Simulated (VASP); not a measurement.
# Si8O14F (a cell with a defect) in VASP: a series of runs

Runs on Si8O14F (a cell with a defect). Level: PBE. Tasks: single point.

All numbers are computed with VASP 6.6.1; they aren't measurements. Logs are shortened: lines on timing, memory, paths and dates and some standing lists are left out, and cuts for length are marked.

## Step 1: The cell of the first run

The cell holds a defect, 23 atoms: a = 5.911 Å, b = 5.911 Å, c = 5.334 Å, α = 90.00°, β = 90.00°, γ = 90.00°.

## Step 2: Single point, PBE

Contents of INCAR:

```
ALGO = Normal
EDIFF = 1E-6
ENCUT = 520
GGA = PE
ISIF = 2
ISMEAR = 0
LASPH = True
LCHARG = False
LREAL = Auto
LWAVE = False
NBANDS = 78
NELECT = 122.0
NELM = 80
PREC = Accurate
SIGMA = 0.05
```

Contents of KPOINTS:

```
k-points
0
Gamma
  2 2 2
```

Contents of POSCAR:

```
Si8O14F
1.0
   -4.1797000000     -4.1797000000      0.0000000000
    4.1797000000     -4.1797000000      0.0000000000
    0.0000000000      0.0000000000      5.3338000000
Si O F
8 14 1
Direct
    0.4990266028      0.4989140390     -0.0009812911
   -0.0010484751      0.4989119358      0.2471926459
    0.4951465118      0.4989090760      0.4990161684
   -0.0010385401      0.4989132781      0.7508388330
    0.0827423557     -0.0010866059     -0.0009836492
    0.4844533358     -0.0010884706      0.2552994423
   -0.0115383193     -0.0010870386      0.4990095180
    0.4844721663     -0.0010878000      0.7427042073
    0.1943572245      0.4989111207     -0.0009833009
    0.0048088739      0.1901405800      0.2422597436
    0.8022044994      0.4989066547     -0.0009855567
    0.0047974864      0.8076821753      0.2422573980
    0.1935424773      0.4989163908      0.4990145606
    0.0048122092      0.1901395148      0.7557716365
    0.8026395779      0.4989081761      0.4990174794
    0.0048005092      0.8076847715      0.7557726988
    0.4957751155      0.6977929374      0.2453288420
    0.4957700244      0.3000297547      0.2453277282
    0.6876673221     -0.0010878452      0.4990100028
    0.4957789592      0.6977940842      0.7527029430
    0.2959701930     -0.0011019845      0.4990130151
    0.4957717662      0.3000278103      0.7527048958
    0.6771014239     -0.0010839547     -0.0009871610
```

Potentials or basis: VASP PAW PBE potentials, release 64 (Si, O, F).

Started as:

```console
> cat potpaw_PBE.64/Si/POTCAR potpaw_PBE.64/O/POTCAR potpaw_PBE.64/F/POTCAR > POTCAR
> mpirun -np 1 vasp_std > vasp.out
```

OUTCAR:

```text
EDIFF = 1E-6
   ENCUT = 520
   GGA = PE
   ISIF = 2
   ISMEAR = 0
   LASPH = True
   LREAL = Auto
   NELECT = 122.0
   NELM = 80
   PREC = Accurate

 ion  position               nearest neighbor table
   1  0.499  0.499  0.999-  17 1.76  18 1.76  20 1.76  22 1.76  11 1.79   9 1.80   3 2.67   3 2.67

   2  0.999  0.499  0.247-   9 1.76  11 1.76  13 1.77  15 1.78  12 1.83  10 1.83   4 2.65   4 2.69

   3  0.495  0.499  0.499-  13 1.78  18 1.79  22 1.79  17 1.79  20 1.79  15 1.82   1 2.67   1 2.67

   4  0.999  0.499  0.751-   9 1.76  11 1.76  13 1.77  15 1.78  16 1.83  14 1.83   2 2.65   2 2.69

   5  0.083  0.999  0.999-  14 1.78  10 1.78  16 1.78  12 1.78  23 2.40   7 2.72   7 2.72   6 2.74
                             8 2.74
   6  0.484  0.999  0.255-  21 1.71  19 1.77  23 1.78  18 1.78  17 1.78   8 2.60   8 2.73   5 2.74

   7  0.988  0.999  0.499-  19 1.78  10 1.78  12 1.78  14 1.78  16 1.78  21 1.82   5 2.72   5 2.72

   8  0.484  0.999  0.743-  21 1.71  19 1.77  23 1.78  22 1.78  20 1.78   6 2.60   6 2.73   5 2.74

   9  0.194  0.499  0.999-   4 1.76   2 1.76   1 1.80
  10  0.005  0.190  0.242-   7 1.78   5 1.78   2 1.83
  11  0.802  0.499  0.999-   2 1.76   4 1.76   1 1.79
  12  0.005  0.808  0.242-   7 1.78   5 1.78   2 1.83
  13  0.194  0.499  0.499-   4 1.77   2 1.77   3 1.78
  14  0.005  0.190  0.756-   7 1.78   5 1.78   4 1.83
  15  0.803  0.499  0.499-   2 1.78   4 1.78   3 1.82
  16  0.005  0.808  0.756-   7 1.78   5 1.78   4 1.83
  17  0.496  0.698  0.245-   1 1.76   6 1.78   3 1.79
  18  0.496  0.300  0.245-   1 1.76   6 1.78   3 1.79
  19  0.688  0.999  0.499-   8 1.77   6 1.77   7 1.78
  20  0.496  0.698  0.753-   1 1.76   8 1.78   3 1.79
  21  0.296  0.999  0.499-   8 1.71   6 1.71   7 1.82
  22  0.496  0.300  0.753-   1 1.76   8 1.78   3 1.79
  23  0.677  0.999  0.999-   6 1.78   8 1.78   5 2.40

  LATTYP: Found a simple tetragonal cell.
 ALAT       =     5.9109884267
 C/A-ratio  =     0.9023533147

  Lattice vectors:

 A1 = (  -4.1797000000,  -4.1797000000,   0.0000000000)
 A2 = (   4.1797000000,  -4.1797000000,   0.0000000000)
 A3 = (   0.0000000000,   0.0000000000,   5.3338000000)

Analysis of symmetry for initial positions (statically):
=====================================================================
 Subroutine PRICEL returns:
 Original cell was already a primitive cell.

 Routine SETGRP: Setting up the symmetry group for a
 simple tetragonal supercell.

 Subroutine GETGRP returns: Found  1 space group operations
 (whereof  1 operations were pure point group operations)
 out of a pool of 16 trial point group operations.

The static configuration has the point symmetry C_1 .

Analysis of symmetry for dynamics (positions and initial velocities):
=====================================================================
 Subroutine PRICEL returns:
 Original cell was already a primitive cell.

 Routine SETGRP: Setting up the symmetry group for a
 simple tetragonal supercell.

 Subroutine GETGRP returns: Found  1 space group operations
 (whereof  1 operations were pure point group operations)
 out of a pool of 16 trial point group operations.

The dynamic configuration has the point symmetry C_1 .

 Subroutine INISYM returns: Found  1 space group operations
 (whereof  1 operations are pure point group operations),
 and found     1 'primitive' translations

----------------------------------------------------------------------------------------

                                     Primitive cell

  volume of cell :     186.3618

  direct lattice vectors                    reciprocal lattice vectors
    -4.179700000 -4.179700000  0.000000000    -0.119625810 -0.119625810  0.000000000
     4.179700000 -4.179700000  0.000000000     0.119625810 -0.119625810  0.000000000
     0.000000000  0.000000000  5.333800000     0.000000000  0.000000000  0.187483595

  length of vectors
     5.910988427  5.910988427  5.333800000     0.169176444  0.169176444  0.187483595

  position of ions in fractional coordinates (direct lattice)
     0.499026603  0.498914039  0.999018709
     0.998951525  0.498911936  0.247192646
     0.495146512  0.498909076  0.499016168
     0.998961460  0.498913278  0.750838833
     0.082742356  0.998913394  0.999016351
     0.484453336  0.998911529  0.255299442
[... 15 lines left out ...]
     0.495771766  0.300027810  0.752704896
     0.677101424  0.998916045  0.999012839

  ion indices of the primitive-cell ions
   primitive index   ion index
                 1           1
                 2           2
                 3           3
                 4           4
                 5           5
                 6           6
[... 15 lines left out ...]
                22          22
                23          23

----------------------------------------------------------------------------------------

 KPOINTS: k-points

Automatic generation of k-mesh.
 Grid dimensions read from file:
 generate k-points for:    2    2    2

 Generating k-lattice:

  Cartesian coordinates                     Fractional coordinates (reciprocal lattice)
    -0.059812905 -0.059812905  0.000000000     0.500000000  0.000000000  0.000000000
     0.059812905 -0.059812905  0.000000000     0.000000000  0.500000000  0.000000000
     0.000000000  0.000000000  0.093741798     0.000000000  0.000000000  0.500000000

  Length of vectors
     0.084588222  0.084588222  0.093741798

  Shift w.r.t. Gamma in fractional coordinates (k-lattice)
     0.000000000  0.000000000  0.000000000

 Subroutine IBZKPT returns following result:
 ===========================================

 Found      8 irreducible k-points:

 Following reciprocal coordinates:
            Coordinates               Weight
  0.000000  0.000000  0.000000      1.000000
  0.500000  0.000000  0.000000      1.000000
  0.000000  0.500000  0.000000      1.000000
  0.500000  0.500000  0.000000      1.000000
  0.000000  0.000000  0.500000      1.000000
  0.500000  0.000000  0.500000      1.000000
  0.000000  0.500000  0.500000      1.000000
  0.500000  0.500000  0.500000      1.000000
   k-points           NKPTS =      8   k-points in BZ     NKDIM =      8   number of bands    NBANDS=     78
   number of dos      NEDOS =    301   number of ions     NIONS =     23
   total plane-waves  NPLWV =  92160
   dimension x,y,z NGX =    48 NGY =   48 NGZ =   40
   dimension x,y,z NGXF=    96 NGYF=   96 NGZF=   80
   ions per type =               8  14   1
   NGX,Y,Z   is equivalent  to a cutoff of  13.50, 13.50, 12.47 a.u.
   NGXF,Y,Z  is equivalent  to a cutoff of  27.00, 27.00, 24.93 a.u.
 SYSTEM =  unknown system
   PREC   = accura    normal or accurate (medium, high low for compatibility)
   ISTART =      0    job   : 0-new  1-cont  2-samecut
   ICHARG =      2    charge: 1-file 2-atom 10-const
   ISPIN  =      1    spin polarized calculation?
   LNONCOLLINEAR =      F non collinear calculations
   LSORBIT =      F    spin-orbit coupling
   LASPH  =      T    aspherical Exc in radial PAW
   ENCUT  =  520.0 eV  38.22 Ry    6.18 a.u.  10.99 10.99  9.92*2*pi/ulx,y,z
   NELM   =     80;   NELMIN=  2; NELMDL= -5     # of ELM steps
   EDIFF  = 0.1E-05   stopping-criterion for ELM
   LREAL  =      T    real-space projection
   EDIFFG = 0.1E-04   stopping-criterion for IOM
   NSW    =      0    number of steps for IOM
   IBRION =     -1    ionic relax: 0-MD 1-quasi-New 2-CG
   NFREE  =      0    steps in history (QN), initial steepest desc. (CG)
   ISIF   =      2    stress and relaxation
   ISYM   =      2    0-nonsym 1-usesym 2-fastsym
   POTIM  = 0.5000    time-step for ionic-motion
   TEBEG  =    0.0;   TEEND  =   0.0 temperature during run
   PSTRESS=    0.0 pullay stress
   NELECT =     122.0000    total number of electrons
   NUPDOWN=      -1.0000    fix difference up-down
   EMIN   =  10.00;   EMAX   =-10.00  energy-range for DOS
   EFERMI =   0.00;   METHOD = LEGACY
   ISMEAR =     0;   SIGMA  =   0.05  broadening in eV -4-tet -1-fermi 0-gaus
   EFERMI_NEDOS =   21; number of points for ismear=-14 and -15
   IALGO  =     38    algorithm
   IMIX   =      4    mixing-type and parameters
     AMIX     =   0.40;   BMIX     =  1.00
     AMIX_MAG =   1.60;   BMIX_MAG =  1.00
  volume/ion in A,a.u.               =       8.10        54.68
  Fermi-wavevector in a.u.,A,eV,Ry     =   1.421486  2.686218 27.492221  2.020621
  Thomas-Fermi vector in A             =   2.542290
   LORBIT       =      0    0 simple, 1 ext, 2 COOP (PROOUT), +10 PAW based schemes
   GGA     = PE    functional components
   LHFCALC =     F    Hartree Fock is set to
   AEXX    =    0.0000 exact exchange contribution
   IVDW    =     0    specifies the selected vdW correction
   LEPSILON=     F    determine dielectric tensor
   LRPA    =     F    only Hartree local field effects (RPA)
 non-spin polarized calculation
 Gauss-broadening in eV      SIGMA  =   0.05
  energy-cutoff  :      520.00
  volume of cell :      186.36
 maximum number of plane-waves:      5032
 NGX is ok and might be reduce to    48
   NGX = 21   NGY = 21   NGZ = 19

 number of electron     121.9999984 magnetization

 Free energy of the ion-electron system (eV)
  ---------------------------------------------------
  ext. energy  EPLUGINS =         0.00000000
  ---------------------------------------------------
  free energy    TOTEN  =      -179.97665215 eV

  energy without entropy =     -179.97665215  energy(sigma->0) =     -179.97665215

 E-fermi :   8.1470     XC(G=0): -12.0362

 val. band max:        7.9089793671   @ k =   0.0000   0.5000   0.0000
 cond. band min:      11.0988427431   @ k =   0.0000   0.0000   0.5000
 fundamental gap:      3.1898633761
 Fermi energy:         8.1470338741

 k-point     1 :       0.0000    0.0000    0.0000
  band No.  band energies     occupation
      1     -18.0231      2.00000
      2     -14.1995      2.00000
      3     -12.6933      2.00000
      4     -12.6715      2.00000
      5     -11.8629      2.00000
      6     -11.5147      2.00000
[... 65 lines left out ...]
     72      16.5879      0.00000
     73      17.3820      0.00000
[... 530 lines left out ...]
     72      17.8849      0.00000
     73      18.2123      0.00000
 [bands above 73 left out]

------------------------ aborting loop because EDIFF is reached ----------------------------------------

  FORCE on cell =-STRESS in cart. coord.  units (eV):
  Direction    XX          YY          ZZ          XY          YZ          ZX
  --------------------------------------------------------------------------------------
  -------------------------------------------------------------------------------------
  Total       -6.8238580     -6.8216689     -2.8418608      3.7519048      0.0009939      0.0026243
  in kB      -58.6656141    -58.6467938    -24.4318551     32.2556242      0.0085443      0.0225611
  external PRESSURE =     -47.2480877 kB  Pullay stress =       0.0000000 kB

 VOLUME and BASIS-vectors are now :
 -----------------------------------------------------------------------------
  energy-cutoff  :      520.00
  volume of cell :      186.36
      direct lattice vectors                 reciprocal lattice vectors
    -4.179700000 -4.179700000  0.000000000    -0.119625810 -0.119625810  0.000000000
     4.179700000 -4.179700000  0.000000000     0.119625810 -0.119625810  0.000000000
     0.000000000  0.000000000  5.333800000     0.000000000  0.000000000  0.187483595

 POSITION                                       TOTAL-FORCE (eV/Angst)
 -----------------------------------------------------------------------------------
     -0.00047     -4.17109      5.32857        -0.002356     -0.000852     -0.001087
     -2.09002     -6.26062      1.31848         0.004818      0.002685      0.000277
      0.01573     -4.15485      2.66165        -0.004759     -0.007227      0.000659
     -2.09005     -6.26067      4.00482         0.006078      0.006766      0.000350
      3.82932     -4.52100      5.32855        -0.002831     -0.002291     -0.002201
      2.15028     -6.20002      1.36172         0.019980      0.019343      0.011875
[... 15 lines left out ...]
     -0.81815     -3.32620      4.01478        -0.004926      0.011930      0.002938
      1.34509     -7.00525      5.32853        -0.063115     -0.064747      0.001026
 -----------------------------------------------------------------------------------
    total drift:                                0.001126      0.011319     -0.006636

  FREE ENERGIE OF THE ION-ELECTRON SYSTEM (eV)
  ---------------------------------------------------
  free  energy   TOTEN  =      -179.9766521520 eV

  energy  without entropy=     -179.9766521520  energy(sigma->0) =     -179.97665215
```

Wall time 2.1 min (1 thread of AMD EPYC 9R14 (Zen 4), shared host); peak memory 0.29 GiB.

Results:

```yaml
Free_energy: -179.9767 eV
Largest_force: 0.090 eV/Å
```

Forces on the atoms (eV/Å):
```
Si  -0.002 -0.001 -0.001
Si   0.005  0.003  0.000
Si  -0.005 -0.007  0.001
Si   0.006  0.007  0.000
Si  -0.003 -0.002 -0.002
Si   0.020  0.019  0.012
Si   0.007  0.010  0.001
Si   0.020  0.021 -0.010
O   -0.016 -0.017  0.000
O    0.009 -0.016 -0.002
O    0.013  0.014  0.000
O   -0.016  0.008 -0.002
O   -0.005 -0.007 -0.001
O    0.008 -0.016  0.002
O    0.010  0.011  0.000
O   -0.015  0.008  0.003
O    0.011 -0.005 -0.004
O   -0.005  0.011 -0.003
O   -0.022 -0.018 -0.001
O    0.011 -0.005  0.004
O    0.037  0.034 -0.002
O   -0.005  0.012  0.003
F   -0.063 -0.065  0.001
```

Levels at points of the mesh, in eV from the Fermi level:
| k point | band 59 | band 60 | band 61 | band 62 | band 63 | band 64 |
| --- | --- | --- | --- | --- | --- | --- |
| (0.00, 0.00, 0.00) | -1.32 | -1.27 | -0.48 | 4.59 | 4.76 | 5.63 |
| (0.50, 0.00, 0.00) | -1.11 | -0.94 | -0.79 | 4.36 | 4.44 | 6.39 |
| (0.00, 0.50, 0.00) | -1.63 | -1.49 | -0.24 | 5.06 | 5.27 | 5.67 |
| (0.50, 0.50, 0.00) | -1.50 | -1.35 | -0.56 | 4.90 | 5.06 | 6.34 |
| (0.00, 0.00, 0.50) | -1.20 | -0.97 | -0.65 | 2.95 | 5.07 | 7.18 |
| (0.50, 0.00, 0.50) | -1.09 | -0.93 | -0.69 | 3.00 | 5.05 | 7.58 |
| (0.00, 0.50, 0.50) | -1.36 | -1.17 | -0.44 | 3.61 | 5.59 | 7.10 |
| (0.50, 0.50, 0.50) | -1.54 | -1.51 | -0.31 | 3.52 | 5.35 | 7.06 |

Caveat: the k points lie up to 0.59 Å⁻¹ apart; the cell carries a net charge on a neutralising background, which shifts energy and pressure; the cell is charged against a uniform background, so pressure and absolute levels hang on convention.

## Step 3: Single point, PBE

Contents of INCAR:

```
PREC = Accurate
ENCUT = 520
EDIFF = 1E-7
ISMEAR = 0
SIGMA = 0.05
LREAL = Auto
LASPH = True
NELM = 60
ALGO = Normal
ISIF = 2
LWAVE = False
LCHARG = False
GGA = PE
NBANDS = 78
NELECT = 122.0
```

Contents of KPOINTS:

```
regular mesh
0
Gamma
  2 2 2
```

Contents of POSCAR:

```
Si8O14F
1.0
   -4.1797000000     -4.1797000000      0.0000000000
    4.1797000000     -4.1797000000      0.0000000000
    0.0000000000      0.0000000000      5.3338000000
Si O F
8 14 1
Direct
    0.5007397203      0.5000000000      0.0000000000
    0.0007902312      0.5000000000      0.2481741433
    0.5045909101      0.5000000000      0.5000000000
    0.0007902312      0.5000000000      0.7518258567
   -0.0829846854      0.0000000000      0.0000000000
    0.5152904858      0.0000000000      0.2563452021
    0.0112598047      0.0000000000      0.5000000000
    0.5152904858      0.0000000000      0.7436547979
    0.1975424989      0.5000000000      0.0000000000
   -0.0050122295      0.1912351492      0.2432655963
    0.8053761732      0.5000000000      0.0000000000
   -0.0050122295      0.8087648508      0.2432655963
    0.1970925259      0.5000000000      0.5000000000
   -0.0050122295      0.1912351492      0.7567344037
    0.8062027017      0.5000000000      0.5000000000
   -0.0050122295      0.8087648508      0.7567344037
    0.5039376119      0.6988753147      0.2463185700
    0.5039376119      0.3011246853      0.2463185700
    0.7037671371      0.0000000000      0.5000000000
    0.5039376119      0.6988753147      0.7536814300
    0.3120876555      0.0000000000      0.5000000000
    0.5039376119      0.3011246853      0.7536814300
    0.3225925943      0.0000000000      0.0000000000
```

Potentials or basis: VASP PAW PBE potentials, release 64 (Si, O, F).

Started as:

```console
> cat potpaw_PBE.64/Si/POTCAR potpaw_PBE.64/O/POTCAR potpaw_PBE.64/F/POTCAR > POTCAR
> mpirun -np 1 vasp_std > vasp.out
```

Wall time 2.3 min (1 thread of AMD EPYC 9R14 (Zen 4), shared host); peak memory 0.3 GiB.

Results (log left out):

```
Free energy   : -179.9766 eV
Largest force : 0.082 eV/Å
```

Forces in eV/Å, atoms in the order of the input:
```
Si   0.006  0.006  0.000
Si  -0.007 -0.007  0.000
Si   0.008  0.008  0.000
Si  -0.007 -0.007  0.000
Si   0.000  0.000  0.000
Si  -0.013 -0.013 -0.003
Si  -0.014 -0.014  0.000
Si  -0.013 -0.013  0.003
O   -0.013 -0.013  0.000
O    0.019 -0.004 -0.004
O    0.015  0.015  0.000
O   -0.004  0.019 -0.004
O   -0.010 -0.010  0.000
O    0.019 -0.004  0.004
O    0.006  0.006  0.000
O   -0.004  0.019  0.004
O    0.004 -0.015 -0.004
O   -0.015  0.004 -0.004
O   -0.040 -0.040  0.000
O    0.004 -0.015  0.004
O    0.018  0.018  0.000
O   -0.015  0.004  0.004
F    0.058  0.058  0.000
```

Levels at points of the mesh, in eV from the Fermi level:
| k point | band 57 | band 58 | band 59 | band 60 | band 61 | band 62 | band 63 | band 64 | band 65 | band 66 |
| --- | --- | --- | --- | --- | --- | --- | --- | --- | --- | --- |
| (0.00, 0.00, 0.00) | -1.62 | -1.56 | -1.31 | -1.26 | -0.46 | 4.60 | 4.77 | 5.64 | 6.70 | 6.85 |
| (0.50, 0.00, 0.00) | -1.85 | -1.83 | -1.10 | -0.92 | -0.78 | 4.37 | 4.45 | 6.41 | 7.17 | 7.24 |
| (0.00, 0.50, 0.00) | -1.74 | -1.64 | -1.62 | -1.48 | -0.22 | 5.07 | 5.28 | 5.68 | 6.49 | 7.00 |
| (0.50, 0.50, 0.00) | -1.74 | -1.60 | -1.49 | -1.34 | -0.54 | 4.91 | 5.07 | 6.36 | 7.39 | 7.60 |
| (0.00, 0.00, 0.50) | -1.61 | -1.50 | -1.19 | -0.96 | -0.63 | 2.96 | 5.09 | 7.19 | 7.33 | 7.63 |
| (0.50, 0.00, 0.50) | -1.26 | -1.24 | -1.07 | -0.92 | -0.67 | 3.02 | 5.06 | 7.59 | 7.67 | 7.90 |
| (0.00, 0.50, 0.50) | -1.75 | -1.44 | -1.35 | -1.16 | -0.43 | 3.63 | 5.60 | 7.11 | 7.23 | 7.54 |
| (0.50, 0.50, 0.50) | -1.73 | -1.54 | -1.53 | -1.50 | -0.30 | 3.53 | 5.36 | 7.07 | 8.32 | 8.36 |

Caveat: the k points lie up to 0.59 Å⁻¹ apart; the cell carries a net charge on a neutralising background, which shifts energy and pressure; the cell is charged against a uniform background, so pressure and absolute levels hang on convention.
